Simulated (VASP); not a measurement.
Write the native input for VASP 6.6.1 that does the following.

| Property | Result |
| --- | --- |
| Task | single point |
| Functional | PBE |
| Potentials or basis | VASP PAW PBE potentials, release 64 (Cs_sv, Ba_sv) |
| Cutoff | 520 eV |
| k mesh | 8 × 8 × 8 |
| Occupations | gaussian, width 0.1 eV |
| Spin | no spin polarisation |
| Dipole correction | no |
| Further INCAR settings | ALGO = Fast; EDIFF = 1e-06; NBANDS = 28 |

The structure of CsBa3 lies in POSCAR:

```
CsBa3
1.0
    6.6043710000      0.0000000000      0.0000000000
    0.0000000000      6.6043710000      0.0000000000
    0.0000000000      0.0000000000      6.6043710000
Cs Ba
1 3
Direct
    0.0000000000      0.0000000000      0.0000000000
    0.0000000000      0.5000000000      0.5000000000
    0.5000000000      0.0000000000      0.5000000000
    0.5000000000      0.5000000000      0.0000000000
```

These files were run (other wordings do the same):

INCAR

```
PREC = Accurate
ENCUT = 520
EDIFF = 1E-6
ISMEAR = 0
SIGMA = 0.1
LREAL = F
LASPH = T
NELM = 100
ALGO = Fast
ISIF = 2
LWAVE = F
LCHARG = T
GGA = PE
LELF = T
LVHAR = T
NBANDS = 28
```

KPOINTS

```
Automatic mesh
0
Gamma
  8 8 8
```

Potentials or basis: VASP PAW PBE potentials, release 64 (Cs_sv, Ba_sv).

The run is started by

```sh
$ cat potpaw_PBE.64/Cs_sv/POTCAR potpaw_PBE.64/Ba_sv/POTCAR > POTCAR
$ mpirun -np 1 vasp_std > vasp.out
```

It gave:

```json
{
  "Pressure": "0.0 GPa",
  "Band gap on the k mesh": "zero (an odd number of electrons rules out a gap without spin polarisation)"
}
```

Caveat: spin-orbit coupling is left out, which moves the levels of the heavy elements.

Wall time 9.4 min on 1 thread of Intel Xeon 8259CL, with other jobs on the host, peak memory 0.5 GiB.
